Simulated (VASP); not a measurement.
Wanted: the native input for a VASP 6.6.1 run.

```yaml
Task: single point
Functional: PBEsol
Potentials_or_basis: VASP PAW PBE potentials, release 64 (Cd, Te)
Cutoff: 520 eV
k_mesh: 6 × 6 × 6
Occupations: gaussian, width 0.01 eV
Spin: no spin polarisation
Dipole_correction: no
Further_INCAR_settings: ALGO = Normal; EDIFF = 1e-06; NBANDS = 16
```

The structure of CdTe lies in POSCAR:

```
CdTe
1.0
    0.0000000000      3.0732226112      3.0732226112
    3.0732226112      0.0000000000      3.0732226112
    3.0732226112      3.0732226112      0.0000000000
Cd Te
1 1
Direct
    0.0000000000      0.0000000000      0.0000000000
    0.7500000000      0.7500000000      0.7500000000
```

The input as run:

INCAR

```
SYSTEM = CdTe
  PREC = Accurate
  ENCUT = 520
  EDIFF = 1E-6
  ISMEAR = 0
  SIGMA = 0.01
  LREAL = .FALSE.
  LASPH = .TRUE.
  NELM = 80
  ALGO = Normal
  ISIF = 2
  LWAVE = .FALSE.
  LCHARG = .TRUE.
  GGA = PS
  LELF = .TRUE.
  LVHAR = .TRUE.
  NBANDS = 16
```

KPOINTS

```
Automatic mesh
0
G
  6 6 6
  0 0 0
```

Potentials or basis: VASP PAW PBE potentials, release 64 (Cd, Te).

Command:

```bash
$ cat potpaw_PBE.64/Cd/POTCAR potpaw_PBE.64/Te/POTCAR > POTCAR
$ mpirun -np 1 vasp_std > vasp.out
```

Results of the run:

```yaml
Pressure: 10.3 GPa
Band_gap_on_the_k_mesh: 1.15 eV, direct
```

Caveat: the PAW data sets were made with another functional, which shifts forces and pressure a little; spin-orbit coupling is left out, which moves the levels of the heavy elements.

Wall time 16 s on 1 thread of Intel(R) Xeon(R) 6975P-C (Granite Rapids) (shared host), peak memory 0.16 GiB.
